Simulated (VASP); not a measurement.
A run of VASP 6.6.1 is set up as follows.

The input POSCAR:

```
AlN
1.0
    3.1110021516      0.0000000000      0.0000000000
   -1.5555010758      2.6942068945      0.0000000000
    0.0000000000      0.0000000000      4.9780000000
Al N
2 2
Direct
    0.3333333333      0.6666666667      0.0000000000
    0.6666666667      0.3333333333      0.5000000000
    0.2714465002      0.6357232501      0.3956754787
    0.6047798335      0.3023899168      0.8956754787
```

File INCAR.step1:

```
SYSTEM = AlN
ALGO = Normal ; EDIFF = 1E-4
ENCUT = 520 ; GGA = PE
ISMEAR = 0 ; LASPH = .TRUE.
LCHARG = .FALSE. ; LREAL = .FALSE.
LWAVE = .TRUE. ; NBANDS = 16
NELM = 100 ; PREC = Accurate
SIGMA = 0.05
```

The input INCAR.step2:

```
SYSTEM = AlN
ALGO = Normal ; EDIFF = 1E-6
ENCUT = 520 ; ISIF = 2
ISMEAR = 0 ; ISTART = 1
LASPH = .TRUE. ; LCHARG = .TRUE.
LELF = .TRUE. ; LMIXTAU = .TRUE.
LREAL = .FALSE. ; LVHAR = .TRUE.
LWAVE = .FALSE. ; METAGGA = R2SCAN
NBANDS = 16 ; NELM = 100
PREC = Accurate ; SIGMA = 0.05
```

KPOINTS

```
k-points
0
G
  12 12 6
  0 0 0
```

Potentials or basis: VASP PAW PBE potentials, release 64 (Al, N).

The run is started by

```bash
$ cat potpaw_PBE.64/Al/POTCAR potpaw_PBE.64/N/POTCAR > POTCAR
$ cp INCAR.step1 INCAR
$ mpirun -np 1 vasp_std > vasp.out
$ cp INCAR.step2 INCAR
$ mpirun -np 1 vasp_std > vasp.out
```

**Question.** Estimate the largest force.

**Answer.** 4.205 eV/Å.

**Question.** Estimate the pressure.

**Answer.** 3.6 GPa.

**Question.** Predict the band gap on the k mesh.

**Answer.** 4.52 eV.

Stress tensor (GPa, compression positive):
```
 9.07  2.13 -5.99
 2.13  6.61 -3.46
-5.99 -3.46 -4.88
```

Caveat: the cell differs from its parent crystal (all N atoms moved +0.175 Å, as atom 3 towards its neighbour atom 2 (Al) at 1.885 Å); the stress differs along the axes, from -5 to 9 GPa; the PAW data sets were made with another functional, which shifts forces and pressure a little. A k mesh can miss the band edges.
